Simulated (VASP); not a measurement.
# Ba (Fm-3m) in VASP: a series of runs, part 2 of 2

VASP 6.6.1. The steps go on from the part before.

## (4) Single point, PBE, non-collinear spin, zero start, spin-orbit coupling

Input file INCAR:

```
  ALGO = Normal
  EDIFF = 1E-6
  ENCUT = 500
  GGA = PE
  GGA_COMPAT = F
  ISIF = 2
  ISMEAR = -1
  LASPH = T
  LCHARG = F
  LORBIT = 11
  LORBMOM = T
  LREAL = F
  LSORBIT = T
  LWAVE = F
  MAGMOM = 0 0 0
  NBANDS = 21
  NELM = 200
  PREC = Accurate
  SIGMA = 0.15
```

Input file KPOINTS:

```
k-points
0
Gamma
  4 4 4
```

Input file POSCAR:

```
Ba
1.0
    0.0000000000      3.1748000000      3.1748000000
    3.1748000000      0.0000000000      3.1748000000
    3.1748000000      3.1748000000      0.0000000000
Ba
1
Direct
    0.0000000000      0.0000000000      0.0000000000
```

Potentials or basis: VASP PAW PBE potentials, release 64 (Ba_sv).

Launch:

```console
$ cat potpaw_PBE.64/Ba_sv/POTCAR > POTCAR
$ mpirun -np 1 vasp_ncl > vasp.out
```

OUTCAR:

```text
EDIFF = 1E-6
   ENCUT = 500
   GGA = PE
   ISIF = 2
   ISMEAR = -1
   LASPH = T
   LORBIT = 11
   LREAL = F
   LSORBIT = T
   NELM = 200
   PREC = Accurate

 ion  position               nearest neighbor table
   1  0.000  0.000  0.000-

  LATTYP: Found a face centered cubic cell.
 ALAT       =     6.3496000000

  Lattice vectors:

 A1 = (   0.0000000000,   3.1748000000,   3.1748000000)
 A2 = (   3.1748000000,   0.0000000000,   3.1748000000)
 A3 = (   3.1748000000,   3.1748000000,   0.0000000000)

Analysis of symmetry for initial positions (statically):
=====================================================================
 Subroutine PRICEL returns:
 Original cell was already a primitive cell.

 Routine SETGRP: Setting up the symmetry group for a
 face centered cubic supercell.

 Subroutine GETGRP returns: Found 48 space group operations
 (whereof 48 operations were pure point group operations)
 out of a pool of 48 trial point group operations.

The static configuration has the point symmetry O_h .

Analysis of symmetry for dynamics (positions and initial velocities):
=====================================================================
 Subroutine PRICEL returns:
 Original cell was already a primitive cell.

 Routine SETGRP: Setting up the symmetry group for a
 face centered cubic supercell.

 Subroutine GETGRP returns: Found 48 space group operations
 (whereof 48 operations were pure point group operations)
 out of a pool of 48 trial point group operations.

The dynamic configuration has the point symmetry O_h .

Analysis of structural, dynamic, and magnetic symmetry:
=====================================================================
 Subroutine PRICEL returns:
 Original cell was already a primitive cell.

 Routine SETGRP: Setting up the symmetry group for a
 face centered cubic supercell.

 Subroutine GETGRP returns: Found 48 space group operations
 (whereof 48 operations were pure point group operations)
 out of a pool of 48 trial point group operations.

The overall configuration has the point symmetry O_h .

 Subroutine INISYM returns: Found 48 space group operations
 (whereof 48 operations are pure point group operations),
 and found     1 'primitive' translations

----------------------------------------------------------------------------------------

                                     Primitive cell

  volume of cell :      63.9999

  direct lattice vectors                    reciprocal lattice vectors
     0.000000000  3.174800000  3.174800000    -0.157490236  0.157490236  0.157490236
     3.174800000  0.000000000  3.174800000     0.157490236 -0.157490236  0.157490236
     3.174800000  3.174800000  0.000000000     0.157490236  0.157490236 -0.157490236

  length of vectors
     4.489845218  4.489845218  4.489845218     0.272781090  0.272781090  0.272781090

  position of ions in fractional coordinates (direct lattice)
     0.000000000  0.000000000  0.000000000

  ion indices of the primitive-cell ions
   primitive index   ion index
                 1           1

----------------------------------------------------------------------------------------

 KPOINTS: k-points

[... 74 lines left out ...]
   LORBIT       =     11    0 simple, 1 ext, 2 COOP (PROOUT), +10 PAW based schemes
   GGA     = PE    functional components
   LHFCALC =     F    Hartree Fock is set to
   AEXX    =    0.0000 exact exchange contribution
   IVDW    =     0    specifies the selected vdW correction
   LEPSILON=     F    determine dielectric tensor
   LRPA    =     F    only Hartree local field effects (RPA)
  energy-cutoff  :      500.00
  volume of cell :       64.00
 maximum number of plane-waves:      3320
 NGX is ok and might be reduce to    36
   NGX = 17   NGY = 17   NGZ = 17

 number of electron      10.0000000 magnetization       0.0000000      0.0000000      0.0000000

 number of electron      10.0000000 magnetization      -0.0000000     -0.0000000     -0.0000000

 Free energy of the ion-electron system (eV)
  ---------------------------------------------------
  ext. energy  EPLUGINS =         0.00000000
  ---------------------------------------------------
  free energy    TOTEN  =        -2.15408533 eV

  energy without entropy =       -2.04322664  energy(sigma->0) =       -2.09865598

 E-fermi :   1.5847     XC(G=0):  -7.3605

 val. band max:        1.5536748160   @ k =  -0.2500   0.5000   0.2500
 cond. band min:       1.9127246585   @ k =   0.5000   0.2500   0.0000
 fundamental gap:      0.3590498425
 Fermi energy:         1.5846786093

 k-point     1 :       0.0000    0.0000    0.0000
  band No.  band energies     occupation
      1     -27.2995      1.00000
      2     -27.2995      1.00000
      3     -13.6301      1.00000
      4     -13.6301      1.00000
      5     -11.6253      1.00000
      6     -11.6253      1.00000
[... 181 lines left out ...]
     20       7.2087      0.00000
     21       7.2785      0.00000

------------------------ aborting loop because EDIFF is reached ----------------------------------------

  FORCE on cell =-STRESS in cart. coord.  units (eV):
  Direction    XX          YY          ZZ          XY          YZ          ZX
  --------------------------------------------------------------------------------------
  -------------------------------------------------------------------------------------
  Total        0.0984775      0.0984775      0.0984775      0.0000000     -0.0000000      0.0000000
  in kB        2.4652937      2.4652937      2.4652937      0.0000000     -0.0000000      0.0000000
  external PRESSURE =       2.4652937 kB  Pullay stress =       0.0000000 kB

 VOLUME and BASIS-vectors are now :
 -----------------------------------------------------------------------------
  energy-cutoff  :      500.00
  volume of cell :       64.00
      direct lattice vectors                 reciprocal lattice vectors
     0.000000000  3.174800000  3.174800000    -0.157490236  0.157490236  0.157490236
     3.174800000  0.000000000  3.174800000     0.157490236 -0.157490236  0.157490236
     3.174800000  3.174800000  0.000000000     0.157490236  0.157490236 -0.157490236

 POSITION                                       TOTAL-FORCE (eV/Angst)
 -----------------------------------------------------------------------------------
      0.00000      0.00000      0.00000         0.000000      0.000000     -0.000000
 -----------------------------------------------------------------------------------
    total drift:                                0.000000      0.000000      0.000000

  FREE ENERGIE OF THE ION-ELECTRON SYSTEM (eV)
  ---------------------------------------------------
  free  energy   TOTEN  =        -2.1540853267 eV

  energy  without entropy=       -2.0432266370  energy(sigma->0) =       -2.09865598

 orbital moment (x)

 # of ion     p       d       tot
 ----------------------------------------
  1        -0.000   0.000   0.000
 ----------------------------------------
           -0.000   0.000   0.000

 orbital moment (y)

 # of ion     p       d       tot
 ----------------------------------------
  1        -0.000   0.000   0.000
 ----------------------------------------
           -0.000   0.000   0.000

 orbital moment (z)

 # of ion     p       d       tot
 ----------------------------------------
  1         0.000   0.000   0.000
 ----------------------------------------
            0.000   0.000   0.000

 Spin-Orbit-Coupling matrix elements

 Ion:    1  E_soc:     -0.3980736
 l=   1
     0.0000000    -0.0662051    -0.0662051
    -0.0662051     0.0000000    -0.0662051
    -0.0662051    -0.0662051     0.0000000
 l=   2
     0.0000000    -0.0000103     0.0000000    -0.0000103    -0.0001302
    -0.0000103     0.0000000    -0.0000977    -0.0000103    -0.0000326
     0.0000000    -0.0000977     0.0000000    -0.0000977     0.0000000
    -0.0000103    -0.0000103    -0.0000977     0.0000000    -0.0000326
    -0.0001302    -0.0000326     0.0000000    -0.0000326     0.0000000
 l=   3
     0.0000000     0.0000000     0.0000000     0.0000000     0.0000000     0.0000000     0.0000000
     0.0000000     0.0000000     0.0000000     0.0000000     0.0000000     0.0000000     0.0000000
     0.0000000     0.0000000     0.0000000     0.0000000     0.0000000     0.0000000     0.0000000
     0.0000000     0.0000000     0.0000000     0.0000000     0.0000000     0.0000000     0.0000000
     0.0000000     0.0000000     0.0000000     0.0000000     0.0000000     0.0000000     0.0000000
     0.0000000     0.0000000     0.0000000     0.0000000     0.0000000     0.0000000     0.0000000
     0.0000000     0.0000000     0.0000000     0.0000000     0.0000000     0.0000000     0.0000000

 total charge

# of ion       s       p       d       tot
------------------------------------------
    1        2.070   5.550   0.268   7.887

 magnetization (x)

# of ion       s       p       d       tot
------------------------------------------
    1       -0.000   0.000   0.000   0.000

 magnetization (y)

# of ion       s       p       d       tot
------------------------------------------
    1        0.000   0.000   0.000   0.000

 magnetization (z)

# of ion       s       p       d       tot
------------------------------------------
    1        0.000   0.000  -0.000  -0.000
```

Wall time 56 s (1 thread of Intel Xeon 8259CL, shared host); peak memory 0.36 GiB.

Results:

```
Free energy                                           : -2.1541 eV
Pressure                                              : 0.2 GPa
Net moment                                            : 0.00 μB per cell
Valence electrons inside the program's atomic spheres : Ba 7.89
```

Moments on the atoms (μB; x, y, z):
```
Ba  0.00 0.00 0.00
```

Caveat: the k points lie up to 0.43 Å⁻¹ apart.

## (5) Single point, PBE, non-collinear spin, zero start, spin-orbit coupling

Input file INCAR:

```
SYSTEM = Ba
PREC = Accurate
ENCUT = 500
EDIFF = 1E-6
ISMEAR = -1
SIGMA = 0.15
LREAL = .False.
LASPH = .True.
NELM = 200
ALGO = Normal
ISIF = 2
LWAVE = .False.
LCHARG = .True.
MAGMOM = 0 0 0
LORBIT = 11
LSORBIT = .True.
GGA_COMPAT = .False.
LORBMOM = .True.
GGA = PE
LVHAR = .True.
NBANDS = 21
```

Input file KPOINTS:

```
regular mesh
0
Gamma
  4 4 4
  0 0 0
```

POSCAR is that of step 4.

Launch:

```console
$ cat potpaw_PBE.64/Ba_sv/POTCAR > POTCAR
$ mpirun -np 1 vasp_ncl > vasp.out
```

Wall time 49 s (1 thread of Intel Xeon 8259CL, shared host); peak memory 0.36 GiB.

It converged, with:

* Free energy: -2.1541 eV
* Pressure: 0.2 GPa
* Net moment: 0.00 μB per cell
* Valence electrons inside the program's atomic spheres: Ba 7.89

Moments on the atoms (μB; x, y, z):
```
Ba  0.00 0.00 0.00
```

Caveat: the k points lie up to 0.43 Å⁻¹ apart.
